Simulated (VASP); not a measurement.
A run of VASP 6.6.1 is set up as follows.

The input INCAR:

```
SYSTEM = As
PREC = Accurate
ENCUT = 400
EDIFF = 1E-8
ISMEAR = -1
SIGMA = 0.03
LREAL = .FALSE.
LASPH = .TRUE.
NELM = 120
ALGO = Normal
ISIF = 2
LWAVE = .FALSE.
LCHARG = .FALSE.
GGA = PE
LEFG = .TRUE.
NBANDS = 22
GGA_COMPAT = .FALSE.
```

File KPOINTS:

```
regular mesh
0
G
  11 11 11
  0 0 0
```

File POSCAR:

```
As
1.0
    1.8797494575      1.0852738553      3.4857700000
   -1.8797494575      1.0852738553      3.4857700000
    0.0000000000     -2.1705477106      3.4857700000
As
2
Direct
    0.2275400000      0.2275400000      0.2275400000
    0.7724600000      0.7724600000      0.7724600000
```

Potentials or basis: VASP PAW PBE potentials, release 64 (As_d).

Run with:

```console
$ cat potpaw_PBE.64/As_d/POTCAR > POTCAR
$ mpirun -np 1 vasp_std > vasp.out
```

**Question.** Predict the largest force.

**Answer.** 0.234 eV/Å.

**Question.** Estimate the band gap on the k mesh.

**Answer.** Zero (bands 15 and 16 overlap by 0.36 eV).

Electric field gradients, principal values (V/Å²):
| atom | least | middle | greatest (by size) |
| --- | --- | --- | --- |
| 1 As | 24.191 | 24.191 | -48.382 |
| 2 As | 24.191 | 24.191 | -48.382 |

Caveat: without QUAD_EFG the Cq values of the log hold for a quadrupole moment of 1 mb, not for the nuclei.
